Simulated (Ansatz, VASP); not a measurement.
**Two plane-wave programs on AlGaN2**

The input INCAR:

```
  PREC = Accurate
  ENCUT = 520
  EDIFF = 1E-6
  ISMEAR = 0
  SIGMA = 0.05
  LREAL = F
  LASPH = T
  NELM = 100
  ALGO = Normal
  ISIF = 2
  LWAVE = F
  LCHARG = F
  NBANDS = 21
```

The input KPOINTS:

```
regular mesh
0
Gamma
  8 8 6
```

File POSCAR:

```
AlGaN2
1.0
    3.1879902044      0.0000000000      0.0000000000
    0.0000000000      3.1879902044      0.0000000000
    0.0000000000      0.0000000000      4.4238379400
Al Ga N
1 1 2
Direct
    0.5000000000      0.5000000000      0.5000000000
    0.0000000000      0.0000000000      0.0000000000
    0.5000000000      0.0000000000      0.7382648100
    0.0000000000      0.5000000000      0.2617351900
```

Input for Ansatz:

```yaml
crystal:
  lattice:
    - [3.1879902044, 0.0, 0.0]
    - [0.0, 3.1879902044, 0.0]
    - [0.0, 0.0, 4.42383794]
  atoms:
    - { symbol: Al, position: [0.5, 0.5, 0.5] }
    - { symbol: Ga, position: [0.0, 0.0, 0.0] }
    - { symbol: "N", position: [0.5, 0.0, 0.73826481] }
    - { symbol: "N", position: [0.0, 0.5, 0.26173519] }
basis:
  ecutwfc: 420
kpoints:
  mp_grid: { grid: [8, 8, 6] }
hamiltonian:
  xc: lda
scf:
  occupations: { method: gaussian, width: 0.05 }
output:
  forces: true
  stress: true
  eigenvalues: true
```

Change from the starting cell: strain +0.0150 x Voigt [1, 1, 0, 0, 0, 0], atoms carried along.

Alike in both runs: task single point; functional LDA; k mesh 8 × 8 × 6; occupations gaussian, width 0.05 eV; no spin polarisation.

```csv
,VASP,Ansatz
version,VASP 6.6.1,Ansatz 0.2.0
potentials or method,"VASP PAW LDA potentials, release 64 (Al, Ga_d, N), cutoff 520 eV","scalar-relativistic, plane waves, PAW"
valence electrons in the cell,26,26
```

Ansatz gave:

* gap on the k mesh at the Fermi level (eV): 2.66
* least direct gap on the mesh (eV): 2.66
* pressure (GPa): -10.2
* traceless stress, the component that is largest in VASP (GPa): 1.22
* rms of the force components (eV/Å): 0.066

Task: Which values does VASP return?

Result: gap on the k mesh at the Fermi level (eV): 2.67; least direct gap on the mesh (eV): 2.67; pressure (GPa): -9.5; traceless stress, the component that is largest in VASP (GPa): 1.23; rms of the force components (eV/Å): 0.055.

LDA's correlation is that of Perdew and Zunger in VASP and of Perdew and Wang (1992) in Ansatz. Atom by atom the forces differ by 0.011 eV/Å (rms over components).
